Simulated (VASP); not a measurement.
Crystal: IrRh3.

```
CELL_PARAMETERS angstrom
3.81706 0.00000 0.00000
0.00000 3.81706 0.00000
0.00000 0.00000 3.81706
ATOMIC_POSITIONS crystal
Ir 0.00000 0.00000 0.00000
Rh 0.00000 0.50000 0.50000
Rh 0.50000 0.00000 0.50000
Rh 0.50000 0.50000 0.00000
```

```yaml
Program: VASP 6.6.1
Task: relaxation of cell and atoms
Functional: PBEsol
Potentials_or_basis: VASP PAW PBE potentials, release 64 (Ir, Rh_pv)
Cutoff: 600 eV
k_mesh: 12 × 12 × 12
Occupations: gaussian, width 0.05 eV
Spin: no spin polarisation
```

At the start: pressure -6.1 GPa; volume 13.90 Å³/atom.

Problem. How do energy, volume and symmetry change on relaxing?

Solution. Over 4 steps the energy falls by 5.3 meV/atom and the volume is 13.63 Å³/atom (-2.0 %); space group Pm-3m (No. 221, to 0.05 Å).

The path:
```
step  energy change (eV)  largest force (eV/Å)  pressure (GPa)  volume (Å³)
   1              0.0000                0.0000           -6.10        55.61
   2              0.1707                0.0000           21.43        51.46
   3             -0.0214                0.0000           -0.14        54.54
   4             -0.0214                0.0000           -0.01        54.52
```

Final structure:
```cif
data_structure
_symmetry_space_group_name_H-M 'P 1'
_symmetry_Int_Tables_number 1
_cell_length_a 3.7918
_cell_length_b 3.7918
_cell_length_c 3.7918
_cell_angle_alpha 90.000
_cell_angle_beta 90.000
_cell_angle_gamma 90.000
_cell_volume 54.52
loop_
_atom_site_label
_atom_site_type_symbol
_atom_site_fract_x
_atom_site_fract_y
_atom_site_fract_z
_atom_site_occupancy
Ir1 Ir 0.00000 0.00000 0.00000 1
Rh1 Rh 0.00000 0.50000 0.50000 1
Rh2 Rh 0.50000 0.00000 0.50000 1
Rh3 Rh 0.50000 0.50000 0.00000 1
```

Caveat: the PAW data sets were made with another functional, which shifts forces and pressure a little.
